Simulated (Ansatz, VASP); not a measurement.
Two plane-wave programs on SiSn5

File INCAR:

```
SYSTEM = SiSn5
PREC = Accurate
ENCUT = 520
EDIFF = 1E-6
ISMEAR = 0
SIGMA = 0.1
LREAL = .FALSE.
LASPH = .TRUE.
NELM = 100
ALGO = Fast
ISIF = 2
LWAVE = .FALSE.
LCHARG = .FALSE.
GGA = PE
NBANDS = 46
```

The input KPOINTS:

```
regular mesh
0
G
  3 3 4
  0 0 0
```

Contents of POSCAR:

```
SiSn5
1.0
    5.7659842800      0.0000000000      0.0000000000
   -2.8829921400      4.9934888700      0.0000000000
    0.0000000000      0.0000000000      5.4026027400
Si Sn
1 5
Direct
    0.0000000000      0.0000000000      0.0000000000
    0.3333333300      0.6666666700      0.0000000000
    0.6666666700      0.3333333300      0.0000000000
    0.6666666700      0.6666666700      0.5000000000
    0.3333333300      0.0000000000      0.5000000000
    0.0000000000      0.3333333300      0.5000000000
```

Input for Ansatz:

```yaml
crystal:
  lattice:
    - [5.76598428, 0.0, 0.0]
    - [-2.88299214, 4.99348887, 0.0]
    - [0.0, 0.0, 5.40260274]
  atoms:
    - { symbol: Si, position: [0.0, 0.0, 0.0] }
    - { symbol: Sn, position: [0.33333333, 0.66666667, 0.0] }
    - { symbol: Sn, position: [0.66666667, 0.33333333, 0.0] }
    - { symbol: Sn, position: [0.66666667, 0.66666667, 0.5] }
    - { symbol: Sn, position: [0.33333333, 0.0, 0.5] }
    - { symbol: Sn, position: [0.0, 0.33333333, 0.5] }
basis:
  ecutwfc: 420
kpoints:
  mp_grid: { grid: [3, 3, 4] }
hamiltonian:
  xc: pbe
scf:
  occupations: { method: gaussian, width: 0.1 }
  lower_state_search: "off"
output:
  forces: true
  stress: true
  eigenvalues: true
```

Alike in both runs: task single point; functional PBE; k mesh 3 × 3 × 4; occupations gaussian, width 0.1 eV; no spin polarisation.

```csv
,VASP,Ansatz
version,VASP 6.6.1,Ansatz 0.2.0
potentials or method,"VASP PAW PBE potentials, release 64 (Si, Sn_d), cutoff 520 eV","scalar-relativistic, plane waves, PAW"
valence electrons in the cell,74,74
```

|  | VASP | Ansatz | Ansatz less VASP |
| --- | --- | --- | --- |
| gap on the k mesh at the Fermi level (eV) | none | none | - |
| pressure (GPa) | -0.2 | -0.1 | +0.05 |
| traceless stress, the component that is largest in VASP (GPa) | 2.11 | 2.12 | +0.002 |
| rms of the force components (eV/Å) | 0.134 | 0.134 | +0.0002 |

Atom by atom the forces differ by 0.000 eV/Å (rms over components). A gap of «none» marks a metal or a gap that the smearing closes.

The k mesh is coarse, so the values compare programs but aren't converged.
